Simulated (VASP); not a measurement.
Set up this calculation in VASP 6.6.1, as the native input.

| Quantity | Value |
| --- | --- |
| Task | single point |
| Functional | PBE |
| Potentials or basis | VASP PAW PBE potentials, release 64 (Cu, I) |
| Cutoff | 520 eV |
| k mesh | 8 × 8 × 8 |
| Occupations | gaussian, width 0.05 eV |
| Spin | no spin polarisation |
| Dipole correction | no |
| Further INCAR settings | ALGO = Normal; EDIFF = 1e-06; NBANDS = 16 |

The structure of CuI lies in POSCAR:

```
CuI
1.0
    0.0000000000      3.1719065954      2.8114754436
    2.8114754436      0.0000000000      2.8114754436
    2.8114754436      3.1719065954      0.0000000000
Cu I
1 1
Direct
    0.7500000000      0.7500000000      0.7500000000
    0.0000000000      0.0000000000      0.0000000000
```

This cell differs from its parent crystal: volume 25.072 Å^3 an atom, c/a of the conventional cell 1.1282.

The input as run:

INCAR

```
SYSTEM = CuI
  PREC = Accurate
  ENCUT = 520
  EDIFF = 1E-6
  ISMEAR = 0
  SIGMA = 0.05
  LREAL = .FALSE.
  LASPH = .TRUE.
  NELM = 80
  ALGO = Normal
  ISIF = 2
  LWAVE = .FALSE.
  LCHARG = .FALSE.
  GGA = PE
  NBANDS = 16
```

KPOINTS

```
Automatic mesh
0
G
  8 8 8
  0 0 0
```

Potentials or basis: VASP PAW PBE potentials, release 64 (Cu, I).

Launch:

```console
$ cat potpaw_PBE.64/Cu/POTCAR potpaw_PBE.64/I/POTCAR > POTCAR
$ mpirun -np 1 vasp_std > vasp.out
```

Results of the run:

The pressure is 6.0 GPa and the band gap on the k mesh is 1.34 eV, direct.

Caveat: spin-orbit coupling is left out, which moves the levels of the heavy elements.

Wall time 20 s on 1 thread of Intel(R) Xeon(R) 6975P-C (Granite Rapids) (shared host), peak memory 0.21 GiB.
